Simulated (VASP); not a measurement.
Set up this calculation in VASP 6.6.1, as the native input.

| Property | Result |
| --- | --- |
| Task | single point |
| Functional | r2SCAN |
| Potentials or basis | VASP PAW PBE potentials, release 64 (C) |
| Cutoff | 520 eV |
| k mesh | 8 × 8 × 8 |
| Occupations | gaussian, width 0.05 eV |
| Spin | no spin polarisation |
| Dipole correction | no |
| Further INCAR settings | ALGO = Normal; EDIFF = 1e-06; NBANDS = 26 |

C:

```
CELL_PARAMETERS angstrom
-2.39267 2.39267 2.46555
2.39267 -2.39267 2.46555
2.39267 2.39267 -2.46555
ATOMIC_POSITIONS crystal
C 0.32546 0.00000 0.00000
C 0.67454 0.67454 0.67454
C 0.00000 0.32546 0.00000
C 0.00000 0.00000 0.32546
C 0.00000 0.67454 0.00000
C 0.32546 0.32546 0.32546
C 0.67454 0.00000 0.00000
C 0.00000 0.00000 0.67454
```

This cell differs from its parent crystal: strain -0.015 along x and y, +0.015 along z.

These files were run (other wordings do the same):

POSCAR

```
C
1.0
   -2.3926722501      2.3926722501      2.4655455167
    2.3926722501     -2.3926722501      2.4655455167
    2.3926722501      2.3926722501     -2.4655455167
C
8
Direct
    0.3254551632      0.0000000000      0.0000000000
    0.6745448368      0.6745448368      0.6745448368
    0.0000000000      0.3254551632      0.0000000000
    0.0000000000      0.0000000000      0.3254551632
    0.0000000000      0.6745448368      0.0000000000
    0.3254551632      0.3254551632      0.3254551632
    0.6745448368      0.0000000000      0.0000000000
    0.0000000000      0.0000000000      0.6745448368
```

INCAR.step1

```
SYSTEM = C
ALGO = Normal ; EDIFF = 1E-4
ENCUT = 520 ; GGA = PE
ISMEAR = 0 ; LASPH = .TRUE.
LCHARG = .FALSE. ; LREAL = .FALSE.
LWAVE = .TRUE. ; NBANDS = 26
NELM = 80 ; PREC = Accurate
SIGMA = 0.05
```

INCAR.step2

```
SYSTEM = C
ALGO = Normal ; EDIFF = 1E-6
ENCUT = 520 ; ISIF = 2
ISMEAR = 0 ; ISTART = 1
LASPH = .TRUE. ; LCHARG = .FALSE.
LMIXTAU = .TRUE. ; LREAL = .FALSE.
LWAVE = .FALSE. ; METAGGA = R2SCAN
NBANDS = 26 ; NELM = 80
PREC = Accurate ; SIGMA = 0.05
```

KPOINTS

```
k-points
0
G
  8 8 8
  0 0 0
```

Potentials or basis: VASP PAW PBE potentials, release 64 (C).

Launch:

```console
$ cat potpaw_PBE.64/C/POTCAR > POTCAR
$ cp INCAR.step1 INCAR
$ mpirun -np 1 vasp_std > vasp.out
$ cp INCAR.step2 INCAR
$ mpirun -np 1 vasp_std > vasp.out
```

Results of the run:

```yaml
Pressure: 6.4 GPa
Largest_force: 0.627 eV/Å
Band_gap_on_the_k_mesh: 2.82 eV (least direct gap 3.45 eV)
```

Caveat: the cell differs from its parent crystal (strain -0.015 along x and y, +0.015 along z); the stress differs along the axes, from -5 to 12 GPa; the PAW data sets were made with another functional, which shifts forces and pressure a little.

Run time: 2.3 min on 1 thread of Intel(R) Xeon(R) Platinum 8488C (Sapphire Rapids) (shared host), peak memory 0.21 GiB.
